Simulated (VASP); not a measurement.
# SrO (P-6m2) in VASP: further runs, part 2 of 2

VASP 6.6.1. The steps go on from the part before.

## Step 4: Single point, PBEsol

This run uses another cell than the first one, of 16.54 Å³/atom, 1.042 times its volume.

INCAR

```
PREC = Accurate
ENCUT = 520
EDIFF = 1E-6
ISMEAR = 0
SIGMA = 0.05
LREAL = False
LASPH = True
NELM = 60
ALGO = Normal
ISIF = 2
LWAVE = False
LCHARG = False
GGA = PS
NBANDS = 15
```

KPOINTS

```
Automatic mesh
0
Gamma
  10 10 10
```

POSCAR

```
SrO
1.0
    3.4780374693      0.0000000000      0.0000000000
   -1.7390187346      3.0120688037      0.0000000000
    0.0000000000      0.0000000000      3.1580101075
Sr O
1 1
Direct
    0.0000000000      0.0000000000      0.0000000000
    0.6666666667      0.3333333333      0.5000000000
```

Potentials or basis: VASP PAW PBE potentials, release 64 (Sr_sv, O).

The run is started by

```bash
$ cat potpaw_PBE.64/Sr_sv/POTCAR potpaw_PBE.64/O/POTCAR > POTCAR
$ mpirun -np 1 vasp_std > vasp.out
```

OUTCAR:

```text
PREC = Accurate
   ENCUT = 520
   EDIFF = 1E-6
   ISMEAR = 0
   LREAL = False
   LASPH = True
   NELM = 60
   ISIF = 2
   GGA = PS

 ion  position               nearest neighbor table
   1  0.000  0.000  0.000-   2 2.55   2 2.55   2 2.55   2 2.55   2 2.55   2 2.55
   2  0.667  0.333  0.500-   1 2.55   1 2.55   1 2.55   1 2.55   1 2.55   1 2.55

  LATTYP: Found a hexagonal cell.
 ALAT       =     3.4780374693
 C/A-ratio  =     0.9079862237

  Lattice vectors:

 A1 = (   3.4780374693,   0.0000000000,   0.0000000000)
 A2 = (  -1.7390187346,   3.0120688037,   0.0000000000)
 A3 = (   0.0000000000,   0.0000000000,   3.1580101075)

Analysis of symmetry for initial positions (statically):
=====================================================================
 Subroutine PRICEL returns:
 Original cell was already a primitive cell.

 Routine SETGRP: Setting up the symmetry group for a
 hexagonal supercell.

 Subroutine GETGRP returns: Found 12 space group operations
 (whereof 12 operations were pure point group operations)
 out of a pool of 24 trial point group operations.

[... 176 lines left out ...]
      5     -12.2102      2.00000
      6       1.2188      2.00000
      7       1.2188      2.00000
      8       2.1282      2.00000
      9       4.9151      0.00000
     10       6.0774      0.00000
     11       9.9397      0.00000
     12       9.9397      0.00000
     13      12.7595      0.00000
     14      12.7595      0.00000
[... 401 lines left out ...]
      2     -14.8226      2.00000
      3     -12.8391      2.00000
      4     -12.2288      2.00000
      5     -11.3739      2.00000
      6       0.0275      2.00000
      7       1.3654      2.00000
      8       1.5164      2.00000
      9       5.9998      0.00000
     10       8.9754      0.00000
     11      10.3167      0.00000
     12      11.4386      0.00000
     13      12.1609      0.00000
     14      13.7921      0.00000
     15      16.1493      0.00000

 [... further k-points ...]

------------------------ aborting loop because EDIFF is reached ----------------------------------------

  FORCE on cell =-STRESS in cart. coord.  units (eV):
  Direction    XX          YY          ZZ          XY          YZ          ZX
  --------------------------------------------------------------------------------------
  -------------------------------------------------------------------------------------
  Total        0.1362628      0.1362628      0.1663562      0.0000000      0.0000000      0.0000000
  in kB        6.5989557      6.5989557      8.0563261      0.0000000      0.0000000      0.0000000
  external PRESSURE =       7.0847458 kB  Pullay stress =       0.0000000 kB

 VOLUME and BASIS-vectors are now :
 -----------------------------------------------------------------------------
  energy-cutoff  :      520.00
  volume of cell :       33.08
      direct lattice vectors                 reciprocal lattice vectors
     3.478037469  0.000000000  0.000000000     0.287518467  0.165998864  0.000000000
    -1.739018735  3.012068804  0.000000000     0.000000000  0.331997728  0.000000000
     0.000000000  0.000000000  3.158010107     0.000000000  0.000000000  0.316655098

 POSITION                                       TOTAL-FORCE (eV/Angst)
 -----------------------------------------------------------------------------------
      0.00000      0.00000      0.00000         0.000000     -0.000000      0.000000
      1.73902      1.00402      1.57901        -0.000000      0.000000      0.000000
 -----------------------------------------------------------------------------------
    total drift:                               -0.000001      0.000000      0.000000

  FREE ENERGIE OF THE ION-ELECTRON SYSTEM (eV)
  ---------------------------------------------------
  free  energy   TOTEN  =       -12.2436357283 eV

  energy  without entropy=      -12.2436357283  energy(sigma->0) =      -12.24363573
```

stdout:

```text
POSCAR found type information on POSCAR SrO
 POSCAR found :  2 types and       2 ions
 scaLAPACK will be used
 -----------------------------------------------------------------------------
|                                                                             |
|                                                                             |
|     You enforced a specific xc type in the INCAR file but a different       |
|     I HOPE YOU KNOW WHAT YOU ARE DOING!                                     |
|                                                                             |
 -----------------------------------------------------------------------------

 LDA part: xc-table for (Slater+PW92), standard interpolation
 POSCAR, INCAR and KPOINTS ok, starting setup
 FFT: planning ... GRIDC
 FFT: planning ... GRID_SOFT
 FFT: planning ... GRID
 WAVECAR not read
 entering main loop
```

It took 24 s on 1 thread of Intel Xeon 6975P-C, shared host; peak memory 0.18 GiB.

Results:

```
Free energy            : -12.2436 eV
Pressure               : 0.7 GPa
Band gap on the k mesh : 2.79 eV, direct
```

Caveat: the PAW data sets were made with another functional, which shifts forces and pressure a little.

## Step 5: Single point, PBEsol (volume scaled by 1.020)

INCAR

```
SYSTEM = SrO
  ALGO = Normal
  EDIFF = 1E-6
  ENCUT = 520
  GGA = PS
  ISIF = 2
  ISMEAR = 0
  LASPH = .TRUE.
  LCHARG = .FALSE.
  LREAL = .FALSE.
  LWAVE = .FALSE.
  NBANDS = 15
  NELM = 60
  PREC = Accurate
  SIGMA = 0.05
```

KPOINTS

```
k-points
0
G
  10 10 10
  0 0 0
```

POSCAR

```
SrO
1.0
    3.5028091792      0.0000000000      0.0000000000
   -1.7514045896      3.0335217338      0.0000000000
    0.0000000000      0.0000000000      3.1757714638
Sr O
1 1
Direct
    0.0000000000      0.0000000000      0.0000000000
    0.6666666667      0.3333333333      0.5000000000
```

The run is started by

```bash
$ cat potpaw_PBE.64/Sr_sv/POTCAR potpaw_PBE.64/O/POTCAR > POTCAR
$ mpirun -np 1 vasp_std > vasp.out
```

Run time: 24 s. Hardware: 1 thread of Intel Xeon 6975P-C, shared host; peak memory 0.18 GiB.

It converged, with:

```yaml
Free_energy: -12.2434 eV
Pressure: -1.0 GPa
Band_gap_on_the_k_mesh: 2.74 eV, direct
```

Stress tensor (GPa, compression positive):
```
-1.06  0.00  0.00
 0.00 -1.06  0.00
 0.00  0.00 -0.93
```

Levels at points of the mesh, in eV from the valence-band top:
| k point | band 4 | band 5 | band 6 | band 7 | band 8 | band 9 | band 10 | band 11 | band 12 | band 13 |
| --- | --- | --- | --- | --- | --- | --- | --- | --- | --- | --- |
| (0.00, 0.00, 0.00) | -14.66 | -14.41 | -0.88 | -0.88 | 0.00 | 2.74 | 3.88 | 7.72 | 7.72 | 10.49 |
| (0.50, 0.00, 0.00) | -14.24 | -13.61 | -2.20 | -0.67 | -0.42 | 3.38 | 6.70 | 9.16 | 9.46 | 9.73 |
| (0.00, 0.00, 0.50) | -14.48 | -13.22 | -2.64 | -0.69 | -0.69 | 6.03 | 6.47 | 6.47 | 7.76 | 7.76 |
| (0.50, 0.00, 0.50) | -14.73 | -14.69 | -1.72 | -1.39 | -1.37 | 5.11 | 6.23 | 9.44 | 10.80 | 11.97 |

Caveat: the cell differs from its parent crystal (volume scaled by 1.020); the PAW data sets were made with another functional, which shifts forces and pressure a little.

## Step 6: Summary

| cell | gap on the mesh (eV) | pressure (GPa) |
| --- | --- | --- |
| a = 3.427, b = 3.427, c = 3.122 Å, angles 90.0, 90.0, 120.0°, 2 atoms | 2.86 | 4.8 |
| a = 3.453, b = 3.453, c = 3.140 Å, angles 90.0, 90.0, 120.0°, 2 atoms | 2.83 | 2.6 |
| a = 3.478, b = 3.478, c = 3.158 Å, angles 90.0, 90.0, 120.0°, 2 atoms | 2.79 | 0.7 |
| a = 3.503, b = 3.503, c = 3.176 Å, angles 90.0, 90.0, 120.0°, 2 atoms | 2.74 | -1.0 |

Alike in all rows: task single point; level PBEsol; potentials or basis VASP PAW PBE potentials, release 64 (Sr_sv, O); no spin polarisation; k mesh 10 × 10 × 10; cutoff (eV) 520; smearing gaussian 0.05 eV.

Caveats: the PAW data sets were made with another functional, which shifts forces and pressure a little.

Total energies depend on the potentials used, so only differences within one code and one set of settings carry meaning.
